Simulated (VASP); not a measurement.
# P (Fm-3m) in VASP: notebook

The runs below take P through single point, with RPBE.

Everything below comes from runs of VASP 6.6.1. Logs are shortened: lines on timing, memory, paths and dates and some standing lists are left out, and cuts for length are marked.

### 1 The cell of the first run

The structure is cubic, space group Fm-3m (No. 225). The conventional cell has a = 3.895 Å, b = 3.895 Å, c = 3.895 Å, α = 90.00°, β = 90.00°, γ = 90.00°. P (site symmetry m-3m) has 12 P at 2.75 Å within 3.6 Å.

### 2 Single point, RPBE

Contents of INCAR:

```
SYSTEM = P
ALGO = Normal ; EDIFF = 1E-6
ENCUT = 520 ; GGA = RP
ISIF = 2 ; ISMEAR = -1
LASPH = .True. ; LCHARG = .False.
LREAL = .False. ; LWAVE = .False.
NBANDS = 8 ; NELM = 100
PREC = Accurate ; SIGMA = 0.1
```

Contents of KPOINTS:

```
k-points
0
Gamma
  16 16 16
  0 0 0
```

Contents of POSCAR:

```
P
1.0
    0.0000000000      1.9472695300      1.9472695300
    1.9472695300      0.0000000000      1.9472695300
    1.9472695300      1.9472695300      0.0000000000
P
1
Direct
    0.0000000000      0.0000000000      0.0000000000
```

Potentials or basis: VASP PAW PBE potentials, release 64 (P).

Started as:

```bash
cat potpaw_PBE.64/P/POTCAR > POTCAR
mpirun -np 1 vasp_std > vasp.out
```

OUTCAR:

```text
SYSTEM = P
   EDIFF = 1E-6
   ENCUT = 520
   GGA = RP
   ISIF = 2
   ISMEAR = -1
   LASPH = .True.
   LREAL = .False.
   NELM = 100
   PREC = Accurate

 ion  position               nearest neighbor table
   1  0.000  0.000  0.000-

  LATTYP: Found a face centered cubic cell.
 ALAT       =     3.8945390600

  Lattice vectors:

 A1 = (   0.0000000000,   1.9472695300,   1.9472695300)
 A2 = (   1.9472695300,   0.0000000000,   1.9472695300)
 A3 = (   1.9472695300,   1.9472695300,   0.0000000000)

Analysis of symmetry for initial positions (statically):
=====================================================================
 Subroutine PRICEL returns:
 Original cell was already a primitive cell.

 Routine SETGRP: Setting up the symmetry group for a
 face centered cubic supercell.

 Subroutine GETGRP returns: Found 48 space group operations
 (whereof 48 operations were pure point group operations)
 out of a pool of 48 trial point group operations.

The static configuration has the point symmetry O_h .

Analysis of symmetry for dynamics (positions and initial velocities):
=====================================================================
 Subroutine PRICEL returns:
 Original cell was already a primitive cell.

 Routine SETGRP: Setting up the symmetry group for a
 face centered cubic supercell.

 Subroutine GETGRP returns: Found 48 space group operations
 (whereof 48 operations were pure point group operations)
 out of a pool of 48 trial point group operations.

The dynamic configuration has the point symmetry O_h .

 Subroutine INISYM returns: Found 48 space group operations
 (whereof 48 operations are pure point group operations),
 and found     1 'primitive' translations

----------------------------------------------------------------------------------------

                                     Primitive cell

  volume of cell :      14.7675

  direct lattice vectors                    reciprocal lattice vectors
     0.000000000  1.947269530  1.947269530    -0.256769796  0.256769796  0.256769796
     1.947269530  0.000000000  1.947269530     0.256769796 -0.256769796  0.256769796
     1.947269530  1.947269530  0.000000000     0.256769796  0.256769796 -0.256769796

  length of vectors
     2.753854979  2.753854979  2.753854979     0.444738333  0.444738333  0.444738333

  position of ions in fractional coordinates (direct lattice)
     0.000000000  0.000000000  0.000000000

  ion indices of the primitive-cell ions
   primitive index   ion index
                 1           1

----------------------------------------------------------------------------------------

 KPOINTS: k-points

Automatic generation of k-mesh.
 Grid dimensions read from file:
 generate k-points for:   16   16   16

 Generating k-lattice:

  Cartesian coordinates                     Fractional coordinates (reciprocal lattice)
    -0.016048112  0.016048112  0.016048112     0.062500000  0.000000000  0.000000000
     0.016048112 -0.016048112  0.016048112     0.000000000  0.062500000  0.000000000
     0.016048112  0.016048112 -0.016048112     0.000000000  0.000000000  0.062500000

  Length of vectors
     0.027796146  0.027796146  0.027796146

  Shift w.r.t. Gamma in fractional coordinates (k-lattice)
     0.000000000  0.000000000  0.000000000

 Subroutine IBZKPT returns following result:
 ===========================================

 Found    145 irreducible k-points:

 Following reciprocal coordinates:
            Coordinates               Weight
  0.000000  0.000000  0.000000      1.000000
  0.062500  0.000000  0.000000      8.000000
  0.125000  0.000000  0.000000      8.000000
  0.187500  0.000000  0.000000      8.000000
  0.250000  0.000000  0.000000      8.000000
  0.312500  0.000000  0.000000      8.000000
[... 16 lines left out ...]
 -0.125000  0.062500  0.000000     24.000000
 -0.062500  0.062500  0.000000     12.000000
 [... further k-points ...]
   k-points           NKPTS =    145   k-points in BZ     NKDIM =    145   number of bands    NBANDS=      8
   number of dos      NEDOS =    301   number of ions     NIONS =      1
   total plane-waves  NPLWV =   8000
   dimension x,y,z NGX =    20 NGY =   20 NGZ =   20
   dimension x,y,z NGXF=    40 NGYF=   40 NGZF=   40
   ions per type =               1
   NGX,Y,Z   is equivalent  to a cutoff of  12.07, 12.07, 12.07 a.u.
   NGXF,Y,Z  is equivalent  to a cutoff of  24.15, 24.15, 24.15 a.u.
 SYSTEM =  P
   PREC   = accura    normal or accurate (medium, high low for compatibility)
   ISTART =      0    job   : 0-new  1-cont  2-samecut
   ICHARG =      2    charge: 1-file 2-atom 10-const
   ISPIN  =      1    spin polarized calculation?
   LNONCOLLINEAR =      F non collinear calculations
   LSORBIT =      F    spin-orbit coupling
   LASPH  =      T    aspherical Exc in radial PAW
   ENCUT  =  520.0 eV  38.22 Ry    6.18 a.u.   5.12  5.12  5.12*2*pi/ulx,y,z
   NELM   =    100;   NELMIN=  2; NELMDL= -5     # of ELM steps
   EDIFF  = 0.1E-05   stopping-criterion for ELM
   LREAL  =      F    real-space projection
   EDIFFG = 0.1E-04   stopping-criterion for IOM
   NSW    =      0    number of steps for IOM
   IBRION =     -1    ionic relax: 0-MD 1-quasi-New 2-CG
   NFREE  =      0    steps in history (QN), initial steepest desc. (CG)
   ISIF   =      2    stress and relaxation
   ISYM   =      2    0-nonsym 1-usesym 2-fastsym
   POTIM  = 0.5000    time-step for ionic-motion
   TEBEG  =    0.0;   TEEND  =   0.0 temperature during run
   PSTRESS=    0.0 pullay stress
   NELECT =       5.0000    total number of electrons
   NUPDOWN=      -1.0000    fix difference up-down
   EMIN   =  10.00;   EMAX   =-10.00  energy-range for DOS
   EFERMI =   0.00;   METHOD = LEGACY
   ISMEAR =    -1;   SIGMA  =   0.10  broadening in eV -4-tet -1-fermi 0-gaus
   EFERMI_NEDOS =   21; number of points for ismear=-14 and -15
   IALGO  =     38    algorithm
   IMIX   =      4    mixing-type and parameters
     AMIX     =   0.40;   BMIX     =  1.00
     AMIX_MAG =   1.60;   BMIX_MAG =  1.00
  volume/ion in A,a.u.               =      14.77        99.66
  Fermi-wavevector in a.u.,A,eV,Ry     =   1.141026  2.156226 17.713965  1.301940
  Thomas-Fermi vector in A             =   2.277727
   LORBIT       =      0    0 simple, 1 ext, 2 COOP (PROOUT), +10 PAW based schemes
   GGA     = RP    functional components
   LHFCALC =     F    Hartree Fock is set to
   AEXX    =    0.0000 exact exchange contribution
   IVDW    =     0    specifies the selected vdW correction
   LEPSILON=     F    determine dielectric tensor
   LRPA    =     F    only Hartree local field effects (RPA)
 non-spin polarized calculation
  energy-cutoff  :      520.00
  volume of cell :       14.77
 maximum number of plane-waves:       415
   NGX = 11   NGY = 11   NGZ = 11

 number of electron       5.0000000 magnetization

 Free energy of the ion-electron system (eV)
  ---------------------------------------------------
  ext. energy  EPLUGINS =         0.00000000
  ---------------------------------------------------
  free energy    TOTEN  =        -4.13628928 eV

  energy without entropy =       -4.11730654  energy(sigma->0) =       -4.12679791

 E-fermi :   9.6134     XC(G=0): -11.4032

 val. band max:        9.5342581822   @ k =   0.5000   0.4375   0.0625
 cond. band min:       9.6185593016   @ k =   0.2500   0.0625   0.0000
 fundamental gap:      0.0843011194
 Fermi energy:         9.6134392167

 k-point     1 :       0.0000    0.0000    0.0000
  band No.  band energies     occupation
      1      -6.5464      2.00000
      2      16.3298      0.00000
      3      16.3298      0.00000
      4      16.3298      0.00000
      5      20.9646      0.00000
      6      20.9646      0.00000
      7      20.9646      0.00000
      8      27.1041      0.00000

 k-point     2 :       0.0625    0.0000    0.0000
  band No.  band energies     occupation
      1      -6.4383      2.00000
      2      15.4281      0.00000
      3      16.1693      0.00000
      4      16.1693      0.00000
      5      21.0462      0.00000
      6      21.2347      0.00000
      7      21.2347      0.00000
      8      26.7088      0.00000

 k-point     3 :       0.1250    0.0000    0.0000
  band No.  band energies     occupation
      1      -6.1148      2.00000
      2      13.4354      0.00000
      3      15.7949      0.00000
      4      15.7949      0.00000
      5      21.0124      0.00000
      6      21.8453      0.00000
      7      21.8453      0.00000
      8      25.9508      0.00000

 k-point     4 :       0.1875    0.0000    0.0000
  band No.  band energies     occupation
      1      -5.5781      2.00000
      2      11.1161      0.00000
      3      15.3737      0.00000
      4      15.3737      0.00000
      5      20.8145      0.00000
      6      22.2205      0.00000
      7      22.2205      0.00000
      8      25.6770      0.00000

 k-point     5 :       0.2500    0.0000    0.0000
  band No.  band energies     occupation
      1      -4.8327      2.00000
      2       8.7729      1.99955
      3      15.0016      0.00000
      4      15.0016      0.00000
      5      20.5822      0.00000
      6      21.8655      0.00000
      7      21.8655      0.00000
      8      26.4842      0.00000
[... 177 lines left out ...]
 k-point    22 :      -0.1875    0.0625    0.0000
  band No.  band energies     occupation
      1      -5.2572      2.00000
      2      10.3985      0.00078
      3      13.9092      0.00000
      4      15.7960      0.00000
      5      21.1048      0.00000
      6      21.8579      0.00000
      7      22.5399      0.00000
      8      24.6577      0.00000

 k-point    23 :      -0.1250    0.0625    0.0000
  band No.  band energies     occupation
      1      -5.8638      2.00000
      2      12.7174      0.00000
      3      14.3766      0.00000
      4      16.1559      0.00000
      5      21.1297      0.00000
      6      21.6828      0.00000
      7      22.6345      0.00000
      8      24.7471      0.00000

 k-point    24 :      -0.0625    0.0625    0.0000
  band No.  band energies     occupation
      1      -6.2584      2.00000
      2      14.6797      0.00000
      3      15.0773      0.00000
      4      16.3266      0.00000
      5      21.0051      0.00000
      6      21.2461      0.00000
      7      22.0940      0.00000
      8      25.6884      0.00000

 [... further k-points ...]

------------------------ aborting loop because EDIFF is reached ----------------------------------------

  FORCE on cell =-STRESS in cart. coord.  units (eV):
  Direction    XX          YY          ZZ          XY          YZ          ZX
  --------------------------------------------------------------------------------------
  -------------------------------------------------------------------------------------
  Total       -0.0177685     -0.0177685     -0.0177685      0.0000000      0.0000000     -0.0000000
  in kB       -1.9277615     -1.9277615     -1.9277615      0.0000000      0.0000000     -0.0000000
  external PRESSURE =      -1.9277615 kB  Pullay stress =       0.0000000 kB

 VOLUME and BASIS-vectors are now :
 -----------------------------------------------------------------------------
  energy-cutoff  :      520.00
  volume of cell :       14.77
      direct lattice vectors                 reciprocal lattice vectors
     0.000000000  1.947269530  1.947269530    -0.256769796  0.256769796  0.256769796
     1.947269530  0.000000000  1.947269530     0.256769796 -0.256769796  0.256769796
     1.947269530  1.947269530  0.000000000     0.256769796  0.256769796 -0.256769796

 POSITION                                       TOTAL-FORCE (eV/Angst)
 -----------------------------------------------------------------------------------
      0.00000      0.00000      0.00000         0.000000      0.000000      0.000000
 -----------------------------------------------------------------------------------
    total drift:                                0.000000      0.000000     -0.000000

  FREE ENERGIE OF THE ION-ELECTRON SYSTEM (eV)
  ---------------------------------------------------
  free  energy   TOTEN  =        -4.1362892838 eV

  energy  without entropy=       -4.1173065353  energy(sigma->0) =       -4.12679791
```

Run time: 4.2 s. Hardware: 1 thread of Intel Xeon 6975P-C (Granite Rapids), shared host; peak memory 0.12 GiB.

What came out:

```
Free energy : -4.1363 eV
Pressure    : -0.2 GPa
```

Levels at points of the mesh, in eV from the Fermi level:
| k point | band 1 | band 2 | band 3 | band 4 | band 5 |
| --- | --- | --- | --- | --- | --- |
| (0.00, 0.00, 0.00) | -16.16 | 6.72 | 6.72 | 6.72 | 11.35 |
| (0.50, 0.00, 0.00) | -10.42 | -7.89 | 4.77 | 4.77 | 10.43 |
| (0.50, 0.50, 0.00) | -7.83 | -6.58 | 0.70 | 0.70 | 4.40 |

Caveat: the PAW data sets were made with another functional, which shifts forces and pressure a little.

### 3 Single point, RPBE (volume scaled by 1.04)

Contents of INCAR:

```
PREC = Accurate
ENCUT = 520
EDIFF = 1E-6
ISMEAR = -1
SIGMA = 0.1
LREAL = False
LASPH = True
NELM = 80
ALGO = Normal
ISIF = 2
LWAVE = False
LCHARG = False
GGA = RP
NBANDS = 8
```

Contents of KPOINTS:

```
Automatic mesh
0
Gamma
  16 16 16
```

Contents of POSCAR:

```
P
1.0
    0.0000000000      1.9728944360      1.9728944360
    1.9728944360      0.0000000000      1.9728944360
    1.9728944360      1.9728944360      0.0000000000
P
1
Direct
    0.0000000000      0.0000000000      0.0000000000
```

Potentials or basis: VASP PAW PBE potentials, release 64 (P).

Started as:

```bash
cat potpaw_PBE.64/P/POTCAR > POTCAR
mpirun -np 1 vasp_std > vasp.out
```

Wall time 4.5 s (1 thread of Intel Xeon 6975P-C (Granite Rapids), shared host); peak memory 0.14 GiB.

The run converged. Its results:

```
Free energy : -4.1295 eV
Pressure    : -3.5 GPa
```

Levels at points of the mesh, in eV from the Fermi level:
```
           k point  band 1  band 2  band 3  band 4  band 5
(0.00, 0.00, 0.00)  -15.77    6.36    6.36    6.36   11.27
(0.50, 0.00, 0.00)  -10.29   -7.58    4.52    4.52   10.28
(0.50, 0.50, 0.00)   -7.84   -6.32    0.66    0.66    4.53
```

Caveat: the PAW data sets were made with another functional, which shifts forces and pressure a little.
